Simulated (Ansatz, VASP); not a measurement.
# One calculation of K, two programs

File INCAR:

```
ALGO = Fast
EDIFF = 1E-7
ENCUT = 520
GGA = PE
ISIF = 2
ISMEAR = 0
LASPH = T
LCHARG = F
LREAL = F
LWAVE = F
NBANDS = 10
NELM = 60
PREC = Accurate
SIGMA = 0.15
```

The input KPOINTS:

```
k-points
0
Gamma
  14 14 14
```

POSCAR

```
K
1.0
   -2.6180000000      2.6180000000      2.6965400000
    2.6180000000     -2.6180000000      2.6965400000
    2.6180000000      2.6180000000     -2.6965400000
K
1
Direct
    0.0000000000      0.0000000000      0.0000000000
```

Input for Ansatz:

```yaml
crystal:
  lattice:
    - [-2.618, 2.618, 2.69654]
    - [2.618, -2.618, 2.69654]
    - [2.618, 2.618, -2.69654]
  atoms:
    - { symbol: K, position: [0.0, 0.0, 0.0] }
basis:
  ecutwfc: 420
kpoints:
  mp_grid: { grid: [14, 14, 14] }
hamiltonian:
  xc: pbe
scf:
  occupations: { method: gaussian, width: 0.15 }
output:
  forces: true
  stress: true
  eigenvalues: true
  write_density: true
  write_potential: true
  elf: true
  volumetric_format: npy
```

Change from the starting cell: strain +0.000 along x and y, +0.030 along z, atoms carried along.

Alike in both runs: task single point; functional PBE; k mesh 14 × 14 × 14; occupations gaussian, width 0.15 eV; no spin polarisation.

|  | VASP | Ansatz |
| --- | --- | --- |
| version | VASP 6.6.1 | Ansatz 0.2.0 |
| potentials or method | VASP PAW PBE potentials, release 64 (K_sv), cutoff 520 eV | scalar-relativistic, plane waves, PAW |
| valence electrons in the cell | 9 | 9 |

```tsv
	VASP	Ansatz	Ansatz less VASP
gap on the k mesh at the Fermi level (eV)	none	none	-
pressure (GPa)	0.0	0.0	0.00
```

A gap of «none» marks a metal or a gap that the smearing closes. The functional is the same, so the differences come from potentials, cutoffs and numerics.
